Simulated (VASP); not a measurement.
# TePb (rocksalt type) (Fm-3m) in VASP: further runs

The runs below take TePb (rocksalt type) through single point, with r2SCAN.

Everything below comes from runs of VASP 6.6.1. Logs are shortened: lines on timing, memory, paths and dates and some standing lists are left out, and cuts for length are marked.

### Step 1. The cell of the first run

It takes space group Fm-3m (No. 225, cubic). The conventional cell has a = 5.855 Å, b = 5.855 Å, c = 5.855 Å, α = 90.00°, β = 90.00°, γ = 90.00°. Within 3.9 Å of Pb (site symmetry m-3m) lie 6 Te at 2.93 Å. Within 3.9 Å of Te (site symmetry m-3m) lie 6 Pb at 2.93 Å.

### Step 2. Single point, r2SCAN (volume scaled by 0.72)

The input, POSCAR:

```
TePb
1.0
    0.0000000000      2.9276355508      2.9276355508
    2.9276355508      0.0000000000      2.9276355508
    2.9276355508      2.9276355508      0.0000000000
Pb Te
1 1
Direct
    0.0000000000      0.0000000000      0.0000000000
    0.5000000000      0.5000000000      0.5000000000
```

The input, INCAR.step1:

```
  PREC = Accurate
  ENCUT = 520
  ISMEAR = -1
  SIGMA = 0.08
  LREAL = F
  LASPH = T
  NELM = 60
  NBANDS = 17
  GGA = PE
  ALGO = Normal
  EDIFF = 1E-4
  LWAVE = T
  LCHARG = F
```

The input, INCAR.step2:

```
  PREC = Accurate
  ENCUT = 520
  EDIFF = 1E-6
  ISMEAR = -1
  SIGMA = 0.08
  LREAL = F
  LASPH = T
  NELM = 60
  ALGO = Normal
  ISIF = 2
  LWAVE = F
  LCHARG = F
  METAGGA = R2SCAN
  LMIXTAU = T
  NBANDS = 17
  ISTART = 1
```

The input, KPOINTS:

```
Automatic mesh
0
Gamma
  12 12 12
```

Potentials or basis: VASP PAW PBE potentials, release 64 (Pb_d, Te).

The run is started by

```bash
$ cat potpaw_PBE.64/Pb_d/POTCAR potpaw_PBE.64/Te/POTCAR > POTCAR
$ cp INCAR.step1 INCAR
$ mpirun -np 1 vasp_std > vasp.out
$ cp INCAR.step2 INCAR
$ mpirun -np 1 vasp_std > vasp.out
```

OUTCAR:

```text
PREC = Accurate
   ENCUT = 520
   EDIFF = 1E-6
   ISMEAR = -1
   LREAL = F
   LASPH = T
   NELM = 60
   ISIF = 2
   METAGGA = R2SCAN
   ISTART = 1

 ion  position               nearest neighbor table
   1  0.000  0.000  0.000-   2 2.93   2 2.93   2 2.93   2 2.93   2 2.93   2 2.93
   2  0.500  0.500  0.500-   1 2.93   1 2.93   1 2.93   1 2.93   1 2.93   1 2.93

  LATTYP: Found a face centered cubic cell.
 ALAT       =     5.8552711016

  Lattice vectors:

 A1 = (   0.0000000000,   2.9276355508,   2.9276355508)
 A2 = (   2.9276355508,   0.0000000000,   2.9276355508)
 A3 = (   2.9276355508,   2.9276355508,   0.0000000000)

Analysis of symmetry for initial positions (statically):
=====================================================================
 Subroutine PRICEL returns:
 Original cell was already a primitive cell.

 Routine SETGRP: Setting up the symmetry group for a
 face centered cubic supercell.

 Subroutine GETGRP returns: Found 48 space group operations
 (whereof 48 operations were pure point group operations)
 out of a pool of 48 trial point group operations.

The static configuration has the point symmetry O_h .

Analysis of symmetry for dynamics (positions and initial velocities):
=====================================================================
 Subroutine PRICEL returns:
 Original cell was already a primitive cell.

 Routine SETGRP: Setting up the symmetry group for a
 face centered cubic supercell.

 Subroutine GETGRP returns: Found 48 space group operations
 (whereof 48 operations were pure point group operations)
 out of a pool of 48 trial point group operations.

The dynamic configuration has the point symmetry O_h .

 Subroutine INISYM returns: Found 48 space group operations
 (whereof 48 operations are pure point group operations),
 and found     1 'primitive' translations

----------------------------------------------------------------------------------------

                                     Primitive cell

  volume of cell :      50.1858

  direct lattice vectors                    reciprocal lattice vectors
     0.000000000  2.927635551  2.927635551    -0.170786285  0.170786285  0.170786285
     2.927635551  0.000000000  2.927635551     0.170786285 -0.170786285  0.170786285
     2.927635551  2.927635551  0.000000000     0.170786285  0.170786285 -0.170786285

  length of vectors
     4.140301902  4.140301902  4.140301902     0.295810523  0.295810523  0.295810523

  position of ions in fractional coordinates (direct lattice)
     0.000000000  0.000000000  0.000000000
     0.500000000  0.500000000  0.500000000

  ion indices of the primitive-cell ions
   primitive index   ion index
                 1           1
                 2           2

----------------------------------------------------------------------------------------

 KPOINTS: Automatic mesh

Automatic generation of k-mesh.
 Grid dimensions read from file:
 generate k-points for:   12   12   12

 Generating k-lattice:

  Cartesian coordinates                     Fractional coordinates (reciprocal lattice)
    -0.014232190  0.014232190  0.014232190     0.083333333  0.000000000  0.000000000
     0.014232190 -0.014232190  0.014232190     0.000000000  0.083333333  0.000000000
     0.014232190  0.014232190 -0.014232190     0.000000000  0.000000000  0.083333333

  Length of vectors
     0.024650877  0.024650877  0.024650877

  Shift w.r.t. Gamma in fractional coordinates (k-lattice)
     0.000000000  0.000000000  0.000000000

 Subroutine IBZKPT returns following result:
 ===========================================

 Found     72 irreducible k-points:

 Following reciprocal coordinates:
            Coordinates               Weight
  0.000000  0.000000  0.000000      1.000000
  0.083333  0.000000  0.000000      8.000000
  0.166667  0.000000  0.000000      8.000000
  0.250000  0.000000  0.000000      8.000000
  0.333333  0.000000  0.000000      8.000000
  0.416667  0.000000  0.000000      8.000000
[... 16 lines left out ...]
  0.500000  0.166667  0.000000     24.000000
 -0.416667  0.166667  0.000000     24.000000
 [... further k-points ...]
   k-points           NKPTS =     72   k-points in BZ     NKDIM =     72   number of bands    NBANDS=     17
   number of dos      NEDOS =    301   number of ions     NIONS =      2
   total plane-waves  NPLWV =  32768
   dimension x,y,z NGX =    32 NGY =   32 NGZ =   32
   dimension x,y,z NGXF=    64 NGYF=   64 NGZF=   64
   ions per type =               1   1
   NGX,Y,Z   is equivalent  to a cutoff of  12.85, 12.85, 12.85 a.u.
   NGXF,Y,Z  is equivalent  to a cutoff of  25.70, 25.70, 25.70 a.u.
 SYSTEM =  unknown system
   PREC   = accura    normal or accurate (medium, high low for compatibility)
   ISTART =      1    job   : 0-new  1-cont  2-samecut
   ICHARG =      0    charge: 1-file 2-atom 10-const
   ISPIN  =      1    spin polarized calculation?
   LNONCOLLINEAR =      F non collinear calculations
   LSORBIT =      F    spin-orbit coupling
   LASPH  =      T    aspherical Exc in radial PAW
   ENCUT  =  520.0 eV  38.22 Ry    6.18 a.u.   7.70  7.70  7.70*2*pi/ulx,y,z
   NELM   =     60;   NELMIN=  2; NELMDL=  0     # of ELM steps
   EDIFF  = 0.1E-05   stopping-criterion for ELM
   LREAL  =      F    real-space projection
   EDIFFG = 0.1E-04   stopping-criterion for IOM
   NSW    =      0    number of steps for IOM
   IBRION =     -1    ionic relax: 0-MD 1-quasi-New 2-CG
   NFREE  =      0    steps in history (QN), initial steepest desc. (CG)
   ISIF   =      2    stress and relaxation
   ISYM   =      2    0-nonsym 1-usesym 2-fastsym
   POTIM  = 0.5000    time-step for ionic-motion
   TEBEG  =    0.0;   TEEND  =   0.0 temperature during run
   PSTRESS=    0.0 pullay stress
   NELECT =      20.0000    total number of electrons
   NUPDOWN=      -1.0000    fix difference up-down
   EMIN   =  10.00;   EMAX   =-10.00  energy-range for DOS
   EFERMI =   0.00;   METHOD = LEGACY
   ISMEAR =    -1;   SIGMA  =   0.08  broadening in eV -4-tet -1-fermi 0-gaus
   EFERMI_NEDOS =   21; number of points for ismear=-14 and -15
   IALGO  =     38    algorithm
   IMIX   =      4    mixing-type and parameters
     AMIX     =   0.40;   BMIX     =  1.00
     AMIX_MAG =   1.60;   BMIX_MAG =  1.00
  volume/ion in A,a.u.               =      25.09       169.34
  Fermi-wavevector in a.u.,A,eV,Ry     =   1.204734  2.276617 19.747277  1.451384
  Thomas-Fermi vector in A             =   2.340451
   LORBIT       =      0    0 simple, 1 ext, 2 COOP (PROOUT), +10 PAW based schemes
   METAGGA = R2SCAN    functional components
   LHFCALC =     F    Hartree Fock is set to
   AEXX    =    0.0000 exact exchange contribution
   IVDW    =     0    specifies the selected vdW correction
   LEPSILON=     F    determine dielectric tensor
   LRPA    =     F    only Hartree local field effects (RPA)
 non-spin polarized calculation
  energy-cutoff  :      520.00
  volume of cell :       50.19
 maximum number of plane-waves:      1369
   NGX = 15   NGY = 15   NGZ = 15

 number of electron      19.9999998 magnetization

 Free energy of the ion-electron system (eV)
  ---------------------------------------------------
  ext. energy  EPLUGINS =         0.00000000
  ---------------------------------------------------
  free energy    TOTEN  =       -81.39362765 eV

  energy without entropy =      -81.39200609  energy(sigma->0) =      -81.39281687

 E-fermi :  10.2967     XC(G=0): -11.3343

 val. band max:       10.0469577771   @ k =   0.4167   0.0000   0.0000
 cond. band min:      10.3476672820   @ k =   0.5000   0.0000   0.0000
 fundamental gap:      0.3007095050
 Fermi energy:        10.2966506905

 k-point     1 :       0.0000    0.0000    0.0000
  band No.  band energies     occupation
      1      -8.1922      2.00000
      2      -8.1922      2.00000
      3      -8.1421      2.00000
      4      -8.1421      2.00000
      5      -8.1421      2.00000
      6      -5.5943      2.00000
[... 9 lines left out ...]
     16      15.3959      0.00000
     17      16.5339      0.00000

 k-point     2 :       0.0833    0.0000    0.0000
  band No.  band energies     occupation
      1      -8.1961      2.00000
      2      -8.1961      2.00000
      3      -8.1421      2.00000
      4      -8.1391      2.00000
      5      -8.1391      2.00000
      6      -5.5033      2.00000
[... 9 lines left out ...]
     16      15.5895      0.00000
     17      17.4084      0.00000

 k-point     3 :       0.1667    0.0000    0.0000
  band No.  band energies     occupation
      1      -8.2079      2.00000
      2      -8.2079      2.00000
      3      -8.1426      2.00000
      4      -8.1299      2.00000
      5      -8.1299      2.00000
      6      -5.2318      2.00000
[... 9 lines left out ...]
     16      16.0537      0.00000
     17      19.0558      0.00000

 k-point     4 :       0.2500    0.0000    0.0000
  band No.  band energies     occupation
      1      -8.2251      2.00000
      2      -8.2251      2.00000
      3      -8.1439      2.00000
      4      -8.1160      2.00000
      5      -8.1160      2.00000
      6      -4.7873      2.00000
[... 9 lines left out ...]
     16      16.7678      0.00000
     17      21.0520      0.00000
[... 343 lines left out ...]
      1      -8.3183      2.00000
      2      -8.2162      2.00000
      3      -8.1465      2.00000
      4      -8.1017      2.00000
      5      -8.0848      2.00000
      6      -3.6278      2.00000
[... 9 lines left out ...]
     16      19.6793      0.00000
     17      21.4847      0.00000

 k-point    23 :       0.5000    0.1667    0.0000
  band No.  band energies     occupation
      1      -8.3189      2.00000
      2      -8.2336      2.00000
      3      -8.1405      2.00000
      4      -8.0993      2.00000
      5      -8.0807      2.00000
      6      -3.0071      2.00000
[... 9 lines left out ...]
     16      20.0212      0.00000
     17      21.0048      0.00000

 k-point    24 :      -0.4167    0.1667    0.0000
  band No.  band energies     occupation
      1      -8.3060      2.00000
      2      -8.2462      2.00000
      3      -8.1360      2.00000
      4      -8.0992      2.00000
      5      -8.0845      2.00000
      6      -2.8737      2.00000
[... 9 lines left out ...]
     16      18.7375      0.00000
     17      22.1514      0.00000

 [... further k-points ...]
[... 5 lines left out ...]
  --------------------------------------------------------------------------------------
  -------------------------------------------------------------------------------------
  Total        9.0366857      9.0366857      9.0366857      0.0000000      0.0000000     -0.0000000
  in kB      288.4952909    288.4952909    288.4952909      0.0000000      0.0000000     -0.0000000
  external PRESSURE =     288.4952909 kB  Pullay stress =       0.0000000 kB

 VOLUME and BASIS-vectors are now :
 -----------------------------------------------------------------------------
  energy-cutoff  :      520.00
  volume of cell :       50.19
      direct lattice vectors                 reciprocal lattice vectors
     0.000000000  2.927635551  2.927635551    -0.170786285  0.170786285  0.170786285
     2.927635551  0.000000000  2.927635551     0.170786285 -0.170786285  0.170786285
     2.927635551  2.927635551  0.000000000     0.170786285  0.170786285 -0.170786285

 POSITION                                       TOTAL-FORCE (eV/Angst)
 -----------------------------------------------------------------------------------
      0.00000      0.00000      0.00000         0.000000      0.000000      0.000000
      2.92764      2.92764      2.92764        -0.000000     -0.000000     -0.000000
 -----------------------------------------------------------------------------------
    total drift:                                0.000000     -0.000000     -0.000000

  FREE ENERGIE OF THE ION-ELECTRON SYSTEM (eV)
  ---------------------------------------------------
  free  energy   TOTEN  =       -81.3936276478 eV

  energy  without entropy=      -81.3920060859  energy(sigma->0) =      -81.39281687
```

Wall time 2 min (1 thread of AMD EPYC 9R45 (Zen 5), shared host); peak memory 0.2 GiB.

Results:

```
Free energy : -81.3936 eV
Pressure    : 28.8 GPa
```

Caveat: the PAW data sets were made with another functional, which shifts forces and pressure a little; spin-orbit coupling is left out, which moves the levels of the heavy elements.

### Step 3. Single point, r2SCAN (volume scaled by 0.8)

The input, POSCAR:

```
TePb
1.0
    0.0000000000      3.0322814497      3.0322814497
    3.0322814497      0.0000000000      3.0322814497
    3.0322814497      3.0322814497      0.0000000000
Pb Te
1 1
Direct
    0.0000000000      0.0000000000      0.0000000000
    0.5000000000      0.5000000000      0.5000000000
```

The input, INCAR.step1:

```
  ALGO = Normal
  EDIFF = 1E-4
  ENCUT = 520
  GGA = PE
  ISMEAR = -1
  LASPH = T
  LCHARG = F
  LREAL = F
  LWAVE = T
  NBANDS = 17
  NELM = 100
  PREC = Accurate
  SIGMA = 0.08
```

The input, INCAR.step2:

```
  ALGO = Normal
  EDIFF = 1E-6
  ENCUT = 520
  ISIF = 2
  ISMEAR = -1
  ISTART = 1
  LASPH = T
  LCHARG = F
  LMIXTAU = T
  LREAL = F
  LWAVE = F
  METAGGA = R2SCAN
  NBANDS = 17
  NELM = 100
  PREC = Accurate
  SIGMA = 0.08
```

The input, KPOINTS:

```
k-points
0
Gamma
  12 12 12
```

Potentials or basis: VASP PAW PBE potentials, release 64 (Pb_d, Te).

The run is started by

```bash
$ cat potpaw_PBE.64/Pb_d/POTCAR potpaw_PBE.64/Te/POTCAR > POTCAR
$ cp INCAR.step1 INCAR
$ mpirun -np 1 vasp_std > vasp.out
$ cp INCAR.step2 INCAR
$ mpirun -np 1 vasp_std > vasp.out
```

OUTCAR:

```text
EDIFF = 1E-6
   ENCUT = 520
   ISIF = 2
   ISMEAR = -1
   ISTART = 1
   LASPH = T
   LREAL = F
   METAGGA = R2SCAN
   NELM = 100
   PREC = Accurate

 ion  position               nearest neighbor table
   1  0.000  0.000  0.000-   2 3.03   2 3.03   2 3.03   2 3.03   2 3.03   2 3.03
   2  0.500  0.500  0.500-   1 3.03   1 3.03   1 3.03   1 3.03   1 3.03   1 3.03

  LATTYP: Found a face centered cubic cell.
 ALAT       =     6.0645628994

  Lattice vectors:

[... 667 lines left out ...]

  FORCE on cell =-STRESS in cart. coord.  units (eV):
  Direction    XX          YY          ZZ          XY          YZ          ZX
  --------------------------------------------------------------------------------------
  -------------------------------------------------------------------------------------
  Total        5.4060818      5.4060818      5.4060818      0.0000000      0.0000000     -0.0000000
  in kB      155.3297596    155.3297596    155.3297596      0.0000000      0.0000000     -0.0000000
  external PRESSURE =     155.3297596 kB  Pullay stress =       0.0000000 kB

 VOLUME and BASIS-vectors are now :
 -----------------------------------------------------------------------------
  energy-cutoff  :      520.00
  volume of cell :       55.76
      direct lattice vectors                 reciprocal lattice vectors
     0.000000000  3.032281450  3.032281450    -0.164892345  0.164892345  0.164892345
     3.032281450  0.000000000  3.032281450     0.164892345 -0.164892345  0.164892345
     3.032281450  3.032281450  0.000000000     0.164892345  0.164892345 -0.164892345

 POSITION                                       TOTAL-FORCE (eV/Angst)
 -----------------------------------------------------------------------------------
      0.00000      0.00000      0.00000         0.000000      0.000000      0.000000
      3.03228      3.03228      3.03228        -0.000000     -0.000000     -0.000000
 -----------------------------------------------------------------------------------
    total drift:                                0.000000     -0.000000     -0.000000

  FREE ENERGIE OF THE ION-ELECTRON SYSTEM (eV)
  ---------------------------------------------------
  free  energy   TOTEN  =       -82.1494223589 eV

  energy  without entropy=      -82.1491133638  energy(sigma->0) =      -82.14926786
```

OSZICAR.step1:

```text
N       E                     dE             d eps       ncg     rms          rms(c)
DAV:   1     0.154392967606E+03    0.15439E+03   -0.94703E+03  2448   0.120E+03
DAV:   2     0.302714770583E+01   -0.15137E+03   -0.14647E+03  2572   0.307E+02
DAV:   3    -0.673901337488E+01   -0.97662E+01   -0.96853E+01  3292   0.842E+01
DAV:   4    -0.698081349974E+01   -0.24180E+00   -0.24164E+00  2997   0.141E+01
DAV:   5    -0.699075388860E+01   -0.99404E-02   -0.99400E-02  3478   0.269E+00    0.549E+00
DAV:   6    -0.692661962606E+01    0.64134E-01   -0.11801E-01  3604   0.298E+00    0.342E+00
DAV:   7    -0.692326539401E+01    0.33542E-02   -0.65672E-02  3375   0.153E+00    0.786E-01
DAV:   8    -0.692298207327E+01    0.28332E-03   -0.87080E-03  3133   0.933E-01    0.226E-01
DAV:   9    -0.692311879760E+01   -0.13672E-03   -0.49175E-04  3345   0.234E-01    0.294E-02
DAV:  10    -0.692312168939E+01   -0.28918E-05   -0.24610E-05  1523   0.506E-02
   1 F= -.69231217E+01 E0= -.69227658E+01  d E =-.711873E-03
```

Wall time 2.3 min (1 thread of AMD EPYC 9R45 (Zen 5), shared host); peak memory 0.2 GiB.

Results:

```yaml
Free_energy: -82.1494 eV
Pressure: 15.5 GPa
Band_gap_on_the_k_mesh: 0.45 eV, direct
```

Levels at points of the mesh, in eV from the valence-band top:
| k point | band 6 | band 7 | band 8 | band 9 | band 10 | band 11 | band 12 | band 13 | band 14 | band 15 |
| --- | --- | --- | --- | --- | --- | --- | --- | --- | --- | --- |
| (0.00, 0.00, 0.00) | -14.57 | -5.17 | -2.51 | -2.51 | -2.51 | 4.34 | 4.34 | 4.34 | 5.50 | 5.50 |
| (0.50, 0.00, 0.00) | -12.48 | -10.36 | -1.84 | -1.84 | 0.00 | 0.45 | 0.64 | 0.64 | 9.07 | 9.40 |
| (0.50, 0.50, 0.00) | -11.91 | -8.04 | -6.59 | -4.42 | -4.42 | 2.51 | 6.41 | 6.41 | 8.25 | 10.80 |

Caveat: the PAW data sets were made with another functional, which shifts forces and pressure a little; spin-orbit coupling is left out, which moves the levels of the heavy elements. A k mesh can miss the band edges.
